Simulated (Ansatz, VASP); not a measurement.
**AlSi16: VASP beside Ansatz**

```
Si Al
1.0
     0.00000    5.43000    5.43000
     5.43000    0.00000    5.43000
     5.43000    5.43000    0.00000
Si Al
16 1
Direct
  0.00489 0.98457 0.00553
  0.12651 0.12341 0.12651
  0.99588 0.00123 0.50133
  0.12670 0.12329 0.62329
  0.00374 0.50424 0.00412
  0.12686 0.62316 0.12382
  0.00462 0.50537 0.48529
  0.12645 0.62642 0.62349
  0.50132 0.00092 0.99648
  0.62367 0.12342 0.12645
  0.50154 0.00116 0.50126
  0.62467 0.12531 0.62522
  0.48867 0.50395 0.00383
  0.62393 0.62610 0.12613
  0.50126 0.49658 0.50095
  0.62375 0.62635 0.62350
  0.87813 0.37179 0.87304
```

Alike in both runs: functional PBE; k mesh 2 × 2 × 2; occupations fermi-dirac, width 0.05 eV; collinear spin.

Ansatz relaxed the structure, and its values are those at the end. VASP's run is a single point on that final structure, the one shown.

|  | VASP | Ansatz |
| --- | --- | --- |
| version | VASP 6.6.1 | Ansatz 0.2.0 |
| potentials or method | VASP PAW PBE potentials, release 64 (Si, Al), cutoff 520 eV | scalar-relativistic, plane waves, PAW |
| valence electrons in the cell | 67 | 67 |

```tsv
	VASP	Ansatz	Ansatz less VASP
rms of the force components (eV/Å)	0.017	0.017	-0.0005
net moment per atom (μB)	0.00	0.00	0.000
```

Ansatz's warnings: seeded moment not kept.

The k mesh is coarse, so the values compare programs but aren't converged.
